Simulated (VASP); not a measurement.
# NaCl (Fm-3m) in VASP: notebook

Runs on NaCl. Level: PBE. Tasks: single point.

Everything below comes from runs of VASP 6.6.1. Logs are shortened: lines on timing, memory, paths and dates and some standing lists are left out, and cuts for length are marked.

## 1. The cell of the first run

It takes space group Fm-3m (No. 225, cubic). Conventional cell: a = 5.787 Å, b = 5.787 Å, c = 5.787 Å, α = 90.00°, β = 90.00°, γ = 90.00°. Na (site symmetry m-3m) has 6 Cl at 2.89 Å within 3.8 Å. Cl (site symmetry m-3m) has 6 Na at 2.89 Å within 3.8 Å.

## 2. Single point, PBE

INCAR reads:

```
SYSTEM = NaCl
PREC     = Accurate       ! precision mode
ENCUT    = 500            ! plane-wave cutoff, eV
EDIFF    = 1E-6           ! SCF threshold, eV
ISMEAR   = 0              ! smearing method
SIGMA    = 0.01           ! smearing width, eV
LREAL    = .False.        ! projectors in reciprocal space
LASPH    = .True.         ! aspherical terms in the spheres
NELM     = 120            ! most SCF steps
ALGO     = Normal         ! electronic algorithm
ISIF     = 2              ! what is computed and relaxed
LWAVE    = .False.        ! write WAVECAR
LCHARG   = .True.         ! write CHGCAR
GGA      = PE             ! functional
LELF     = .True.         ! ELF
LVHAR    = .True.       
NBANDS   = 14             ! bands
GGA_COMPAT= .False.
```

KPOINTS reads:

```
Automatic mesh
0
Gamma
  4 4 4
  0 0 0
```

POSCAR reads:

```
NaCl
1.0
    0.0000000000      2.8932793018      2.8932793018
    2.8932793018      0.0000000000      2.8932793018
    2.8932793018      2.8932793018      0.0000000000
Na Cl
1 1
Direct
    0.0000000000      0.0000000000      0.0000000000
    0.5000000000      0.5000000000      0.5000000000
```

Potentials or basis: VASP PAW PBE potentials, release 64 (Na_pv, Cl).

Command:

```sh
> cat potpaw_PBE.64/Na_pv/POTCAR potpaw_PBE.64/Cl/POTCAR > POTCAR
> mpirun -np 1 vasp_std > vasp.out
```

OUTCAR:

```text
SYSTEM = NaCl
   PREC = Accurate
   ENCUT = 500
   EDIFF = 1E-6
   ISMEAR = 0
   LREAL = .False.
   LASPH = .True.
   NELM = 120
   ISIF = 2
   GGA = PE

 ion  position               nearest neighbor table
   1  0.000  0.000  0.000-
   2  0.500  0.500  0.500-

  LATTYP: Found a face centered cubic cell.
 ALAT       =     5.7865586036

  Lattice vectors:

 A1 = (   0.0000000000,   2.8932793018,   2.8932793018)
 A2 = (   2.8932793018,   0.0000000000,   2.8932793018)
 A3 = (   2.8932793018,   2.8932793018,   0.0000000000)

Analysis of symmetry for initial positions (statically):
=====================================================================
 Subroutine PRICEL returns:
 Original cell was already a primitive cell.

 Routine SETGRP: Setting up the symmetry group for a
 face centered cubic supercell.

 Subroutine GETGRP returns: Found 48 space group operations
 (whereof 48 operations were pure point group operations)
 out of a pool of 48 trial point group operations.

The static configuration has the point symmetry O_h .

Analysis of symmetry for dynamics (positions and initial velocities):
=====================================================================
 Subroutine PRICEL returns:
 Original cell was already a primitive cell.

 Routine SETGRP: Setting up the symmetry group for a
 face centered cubic supercell.

 Subroutine GETGRP returns: Found 48 space group operations
 (whereof 48 operations were pure point group operations)
 out of a pool of 48 trial point group operations.

The dynamic configuration has the point symmetry O_h .

 Subroutine INISYM returns: Found 48 space group operations
 (whereof 48 operations are pure point group operations),
 and found     1 'primitive' translations

----------------------------------------------------------------------------------------

                                     Primitive cell

  volume of cell :      48.4397

  direct lattice vectors                    reciprocal lattice vectors
     0.000000000  2.893279302  2.893279302    -0.172814287  0.172814287  0.172814287
     2.893279302  0.000000000  2.893279302     0.172814287 -0.172814287  0.172814287
     2.893279302  2.893279302  0.000000000     0.172814287  0.172814287 -0.172814287

  length of vectors
     4.091714828  4.091714828  4.091714828     0.299323126  0.299323126  0.299323126

  position of ions in fractional coordinates (direct lattice)
     0.000000000  0.000000000  0.000000000
     0.500000000  0.500000000  0.500000000

  ion indices of the primitive-cell ions
   primitive index   ion index
                 1           1
                 2           2

----------------------------------------------------------------------------------------

 KPOINTS: Automatic mesh

Automatic generation of k-mesh.
 Grid dimensions read from file:
 generate k-points for:    4    4    4

 Generating k-lattice:

  Cartesian coordinates                     Fractional coordinates (reciprocal lattice)
    -0.043203572  0.043203572  0.043203572     0.250000000  0.000000000  0.000000000
     0.043203572 -0.043203572  0.043203572     0.000000000  0.250000000  0.000000000
     0.043203572  0.043203572 -0.043203572     0.000000000  0.000000000  0.250000000

  Length of vectors
     0.074830781  0.074830781  0.074830781

  Shift w.r.t. Gamma in fractional coordinates (k-lattice)
     0.000000000  0.000000000  0.000000000

 Subroutine IBZKPT returns following result:
 ===========================================

 Found      8 irreducible k-points:

 Following reciprocal coordinates:
            Coordinates               Weight
  0.000000  0.000000  0.000000      1.000000
  0.250000  0.000000  0.000000      8.000000
  0.500000  0.000000  0.000000      4.000000
  0.250000  0.250000  0.000000      6.000000
  0.500000  0.250000  0.000000     24.000000
 -0.250000  0.250000  0.000000     12.000000
  0.500000  0.500000  0.000000      3.000000
 -0.250000  0.500000  0.250000      6.000000
   k-points           NKPTS =      8   k-points in BZ     NKDIM =      8   number of bands    NBANDS=     14
   number of dos      NEDOS =    301   number of ions     NIONS =      2
   total plane-waves  NPLWV =  27000
   dimension x,y,z NGX =    30 NGY =   30 NGZ =   30
   dimension x,y,z NGXF=    60 NGYF=   60 NGZF=   60
   ions per type =               1   1
   NGX,Y,Z   is equivalent  to a cutoff of  12.19, 12.19, 12.19 a.u.
   NGXF,Y,Z  is equivalent  to a cutoff of  24.38, 24.38, 24.38 a.u.
 SYSTEM =  NaCl
   PREC   = accura    normal or accurate (medium, high low for compatibility)
   ISTART =      0    job   : 0-new  1-cont  2-samecut
   ICHARG =      2    charge: 1-file 2-atom 10-const
   ISPIN  =      1    spin polarized calculation?
   LNONCOLLINEAR =      F non collinear calculations
   LSORBIT =      F    spin-orbit coupling
   LASPH  =      T    aspherical Exc in radial PAW
   ENCUT  =  500.0 eV  36.75 Ry    6.06 a.u.   7.46  7.46  7.46*2*pi/ulx,y,z
   NELM   =    120;   NELMIN=  2; NELMDL= -5     # of ELM steps
   EDIFF  = 0.1E-05   stopping-criterion for ELM
   LREAL  =      F    real-space projection
   EDIFFG = 0.1E-04   stopping-criterion for IOM
   NSW    =      0    number of steps for IOM
   IBRION =     -1    ionic relax: 0-MD 1-quasi-New 2-CG
   NFREE  =      0    steps in history (QN), initial steepest desc. (CG)
   ISIF   =      2    stress and relaxation
   ISYM   =      2    0-nonsym 1-usesym 2-fastsym
   POTIM  = 0.5000    time-step for ionic-motion
   TEBEG  =    0.0;   TEEND  =   0.0 temperature during run
   PSTRESS=    0.0 pullay stress
   NELECT =      14.0000    total number of electrons
   NUPDOWN=      -1.0000    fix difference up-down
   EMIN   =  10.00;   EMAX   =-10.00  energy-range for DOS
   EFERMI =   0.00;   METHOD = LEGACY
   ISMEAR =     0;   SIGMA  =   0.01  broadening in eV -4-tet -1-fermi 0-gaus
   EFERMI_NEDOS =   21; number of points for ismear=-14 and -15
   IALGO  =     38    algorithm
   IMIX   =      4    mixing-type and parameters
     AMIX     =   0.40;   BMIX     =  1.00
     AMIX_MAG =   1.60;   BMIX_MAG =  1.00
  volume/ion in A,a.u.               =      24.22       163.44
  Fermi-wavevector in a.u.,A,eV,Ry     =   1.082390  2.045421 15.940155  1.171568
  Thomas-Fermi vector in A             =   2.218430
   LORBIT       =      0    0 simple, 1 ext, 2 COOP (PROOUT), +10 PAW based schemes
   GGA     = PE    functional components
   LHFCALC =     F    Hartree Fock is set to
   AEXX    =    0.0000 exact exchange contribution
   IVDW    =     0    specifies the selected vdW correction
   LEPSILON=     F    determine dielectric tensor
   LRPA    =     F    only Hartree local field effects (RPA)
 non-spin polarized calculation
 Gauss-broadening in eV      SIGMA  =   0.01
  energy-cutoff  :      500.00
  volume of cell :       48.44
 maximum number of plane-waves:      1243
 NGX is ok and might be reduce to    30
   NGX = 15   NGY = 15   NGZ = 15

 number of electron      13.9999997 magnetization

 Free energy of the ion-electron system (eV)
  ---------------------------------------------------
  ext. energy  EPLUGINS =         0.00000000
  ---------------------------------------------------
  free energy    TOTEN  =        -6.76926476 eV

  energy without entropy =       -6.76926476  energy(sigma->0) =       -6.76926476

 E-fermi :  -1.0861     XC(G=0):  -7.8420

 val. band max:       -1.1502431996   @ k =   0.0000   0.0000   0.0000
 cond. band min:       3.6737658843   @ k =   0.0000   0.0000   0.0000
 fundamental gap:      4.8240090839
 Fermi energy:        -1.0861124098

 k-point     1 :       0.0000    0.0000    0.0000
  band No.  band energies     occupation
      1     -22.1324      2.00000
      2     -22.1324      2.00000
      3     -22.1323      2.00000
      4     -13.6485      2.00000
      5      -1.1502      2.00000
      6      -1.1502      2.00000
      7      -1.1502      2.00000
      8       3.6738      0.00000
      9       9.8790      0.00000
     10       9.8790      0.00000
     11       9.8790      0.00000
     12      11.9432      0.00000
     13      11.9432      0.00000
     14      13.4229      0.00000

 k-point     2 :       0.2500    0.0000    0.0000
  band No.  band energies     occupation
      1     -22.1424      2.00000
      2     -22.1331      2.00000
      3     -22.1331      2.00000
      4     -13.5186      2.00000
      5      -2.1221      2.00000
      6      -1.2654      2.00000
      7      -1.2654      2.00000
      8       5.1001      0.00000
      9       8.6718      0.00000
     10      10.0800      0.00000
     11      10.0800      0.00000
     12      11.8444      0.00000
     13      11.8444      0.00000
     14      13.8561      0.00000

 k-point     3 :       0.5000    0.0000    0.0000
  band No.  band energies     occupation
      1     -22.1524      2.00000
      2     -22.1339      2.00000
      3     -22.1339      2.00000
      4     -13.3822      2.00000
      5      -2.8544      2.00000
      6      -1.3743      2.00000
      7      -1.3743      2.00000
      8       5.9795      0.00000
      9       8.8593      0.00000
     10       9.6253      0.00000
     11       9.6253      0.00000
     12      13.3289      0.00000
     13      14.6874      0.00000
     14      14.6874      0.00000
[... 52 lines left out ...]
 k-point     7 :       0.5000    0.5000    0.0000
  band No.  band energies     occupation
      1     -22.1466      2.00000
      2     -22.1381      2.00000
      3     -22.1381      2.00000
      4     -13.3395      2.00000
      5      -2.6157      2.00000
      6      -1.6753      2.00000
      7      -1.6753      2.00000
      8       6.1530      0.00000
      9       6.9760      0.00000
     10       9.6361      0.00000
     11      12.9477      0.00000
     12      12.9477      0.00000
     13      13.8534      0.00000
     14      15.1873      0.00000

 k-point     8 :      -0.2500    0.5000    0.2500
  band No.  band energies     occupation
      1     -22.1423      2.00000
      2     -22.1423      2.00000
      3     -22.1394      2.00000
      4     -13.3275      2.00000
      5      -2.1916      2.00000
      6      -2.1916      2.00000
      7      -1.8087      2.00000
      8       7.3507      0.00000
      9       8.3408      0.00000
     10       8.3408      0.00000
     11       9.8150      0.00000
     12      13.9868      0.00000
     13      13.9868      0.00000
     14      14.5968      0.00000

------------------------ aborting loop because EDIFF is reached ----------------------------------------

  FORCE on cell =-STRESS in cart. coord.  units (eV):
  Direction    XX          YY          ZZ          XY          YZ          ZX
  --------------------------------------------------------------------------------------
  -------------------------------------------------------------------------------------
  Total       -0.3146001     -0.3146001     -0.3146001     -0.0000000     -0.0000000     -0.0000000
  in kB      -10.4056299    -10.4056299    -10.4056299     -0.0000000     -0.0000000     -0.0000000
  external PRESSURE =     -10.4056299 kB  Pullay stress =       0.0000000 kB

 VOLUME and BASIS-vectors are now :
 -----------------------------------------------------------------------------
  energy-cutoff  :      500.00
  volume of cell :       48.44
      direct lattice vectors                 reciprocal lattice vectors
     0.000000000  2.893279302  2.893279302    -0.172814287  0.172814287  0.172814287
     2.893279302  0.000000000  2.893279302     0.172814287 -0.172814287  0.172814287
     2.893279302  2.893279302  0.000000000     0.172814287  0.172814287 -0.172814287

 POSITION                                       TOTAL-FORCE (eV/Angst)
 -----------------------------------------------------------------------------------
      0.00000      0.00000      0.00000         0.000000     -0.000000      0.000000
      2.89328      2.89328      2.89328         0.000000      0.000000     -0.000000
 -----------------------------------------------------------------------------------
    total drift:                               -0.000000      0.000000      0.000000

  FREE ENERGIE OF THE ION-ELECTRON SYSTEM (eV)
  ---------------------------------------------------
  free  energy   TOTEN  =        -6.7692647593 eV

  energy  without entropy=       -6.7692647593  energy(sigma->0) =       -6.76926476
```

Wall time 4 s (1 thread of AMD EPYC 9R45 (Zen 5), shared host); peak memory 0.12 GiB.

Results:

- Free energy: -6.7693 eV
- Pressure: -1.0 GPa
- Band gap on the k mesh: 4.82 eV, direct

Caveat: the k points lie up to 0.47 Å⁻¹ apart. Expect the measured gap to be larger: semilocal functionals such as PBE lack the derivative discontinuity.

## 3. Single point, PBE

This run uses another cell than the first one, of 21.53 Å³/atom, 0.889 times its volume.

INCAR reads:

```
SYSTEM = NaCl
ALGO = Normal ; EDIFF = 1E-6
ENCUT = 500 ; GGA = PE
GGA_COMPAT = .False. ; ISIF = 2
ISMEAR = 0 ; LASPH = .True.
LCHARG = .False. ; LREAL = .False.
LWAVE = .False. ; NBANDS = 14
NELM = 120 ; PREC = Accurate
SIGMA = 0.01
```

KPOINTS reads:

```
k-points
0
Gamma
  4 4 4
  0 0 0
```

POSCAR reads:

```
NaCl
1.0
    0.0000000000      2.7818872198      2.7818872198
    2.7818872198      0.0000000000      2.7818872198
    2.7818872198      2.7818872198      0.0000000000
Na Cl
1 1
Direct
    0.0000000000      0.0000000000      0.0000000000
    0.5000000000      0.5000000000      0.5000000000
```

Potentials or basis: VASP PAW PBE potentials, release 64 (Na_pv, Cl).

Command:

```sh
> cat potpaw_PBE.64/Na_pv/POTCAR potpaw_PBE.64/Cl/POTCAR > POTCAR
> mpirun -np 1 vasp_std > vasp.out
```

Wall time 3.5 s (1 thread of AMD EPYC 9R45 (Zen 5), shared host); peak memory 0.12 GiB.

The run converged. Its results:

| Item | Value |
| --- | --- |
| Free energy | -6.7574 eV |
| Pressure | 1.9 GPa |
| Band gap on the k mesh | 5.27 eV, direct |

Levels at points of the mesh, in eV from the valence-band top:
```tsv
k point	band 4	band 5	band 6	band 7	band 8	band 9	band 10	band 11
(0.00, 0.00, 0.00)	-12.75	0.00	0.00	0.00	5.27	11.16	11.16	11.16
(0.50, 0.00, 0.00)	-12.37	-2.05	-0.29	-0.29	7.34	10.96	11.07	11.07
(0.50, 0.50, 0.00)	-12.32	-1.77	-0.64	-0.64	7.65	8.04	11.61	15.15
```

Caveat: the k points lie up to 0.49 Å⁻¹ apart.
